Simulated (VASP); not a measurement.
Crystal: Ca2C.

```xyz
3
Lattice="0.0000 3.1286 3.0754 3.1286 0.0000 3.0754 3.1286 3.1286 0.0000" Properties=species:S:1:pos:R:3 pbc="T T T"
C     0.0000    0.0000    0.0000
Ca    1.5643    1.5643    1.5377
Ca    4.6929    4.6929    4.6131
```

This cell differs from its parent crystal: uniaxial z strain -1.7%.

Base run:

- Program: VASP 6.6.1
- Functional: PBE
- Potentials or basis: VASP PAW PBE potentials, release 64 (C, Ca_sv)
- Cutoff: 520 eV
- k mesh: 8 × 8 × 8
- Occupations: fermi-dirac, width 0.02 eV
- Spin: no spin polarisation

Its results: band gap on the k mesh 0.13 eV; pressure 1.9 GPa.

Problem. The run is repeated on the same cell with these changes: functional from PBE to r2SCAN; further incar settings from ALGO = Normal; EDIFF = 1e-07; NBANDS = 19 to ALGO = Normal; EDIFF = 1e-06; NBANDS = 19. What comes out?

Solution. Band gap on the k mesh 0.32 eV; pressure 1.4 GPa.

Caveats: the PAW data sets were made with another functional, which shifts forces and pressure a little (at least some runs).

A k mesh can miss the band edges.
